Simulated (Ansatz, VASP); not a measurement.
**Pb in VASP and in Ansatz**

```
Pb
1.0
     3.15919    0.00000    0.00000
     0.00000    3.15919    0.00000
     0.00000    0.00000    3.15919
Pb
1
Direct
  0.00000 0.00000 0.00000
```

Alike in both runs: task single point; functional RPBE; k mesh 11 × 11 × 11; occupations fermi-dirac, width 0.1 eV; no spin polarisation.

```csv
,VASP,Ansatz
version,VASP 6.6.1,Ansatz 0.2.0
potentials or method,"VASP PAW PBE potentials, release 64 (Pb_d), cutoff 520 eV","plane waves (420 eV) with PAW, scalar-relativistic"
valence electrons in the cell,14,14
```

```csv
,VASP,Ansatz,Ansatz less VASP
pressure (GPa),5.5,5.5,+0.04
```

VASP's potentials were made for PBE, not for RPBE.

Neither program's run includes spin-orbit coupling.
